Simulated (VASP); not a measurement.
Wanted: the native input for a VASP 6.6.1 run.

| Property | Result |
| --- | --- |
| Task | single point |
| Functional | LDA |
| Potentials or basis | VASP PAW LDA potentials, release 64 (Mo_sv, S) |
| Cutoff | 520 eV |
| k mesh | 6 × 6 × 2 |
| Occupations | gaussian, width 0.01 eV |
| Spin | no spin polarisation |
| Dipole correction | no |
| Further INCAR settings | ALGO = Normal; EDIFF = 1e-06; NBANDS = 35 |

The structure of MoS2 lies in POSCAR:

```
MoS2
1.0
    3.1730083673      0.0000000000      0.0000000000
   -1.5865041836      2.7479058525      0.0000000000
    0.0000000000      0.0000000000     12.4354192521
Mo S
2 4
Direct
    0.6666666667      0.3333333333      0.2500161476
    0.3333333333      0.6666666667      0.7499838524
    0.3333333333      0.6666666667      0.3751203003
    0.6666666667      0.3333333333      0.8750883708
    0.3333333333      0.6666666667      0.1249116292
    0.6666666667      0.3333333333      0.6248796997
```

The input as run:

INCAR

```
SYSTEM = MoS2
ALGO = Normal
EDIFF = 1E-6
ENCUT = 520
GGA = CA
ISIF = 2
ISMEAR = 0
LASPH = .True.
LCHARG = .False.
LREAL = .False.
LWAVE = .False.
NBANDS = 35
NELM = 80
PREC = Accurate
SIGMA = 0.01
```

KPOINTS

```
k-points
0
Gamma
  6 6 2
  0 0 0
```

Potentials or basis: VASP PAW LDA potentials, release 64 (Mo_sv, S).

The run is started by

```bash
$ cat potpaw_LDA.64/Mo_sv/POTCAR potpaw_LDA.64/S/POTCAR > POTCAR
$ mpirun -np 1 vasp_std > vasp.out
```

Results of the run:

- Pressure: -5.1 GPa
- Largest force: 0.301 eV/Å
- Band gap on the k mesh: 0.87 eV, indirect (least direct gap 1.63 eV)

Wall time 18 s on 1 thread of Intel(R) Xeon(R) 6975P-C (Granite Rapids) (shared host), peak memory 0.2 GiB.
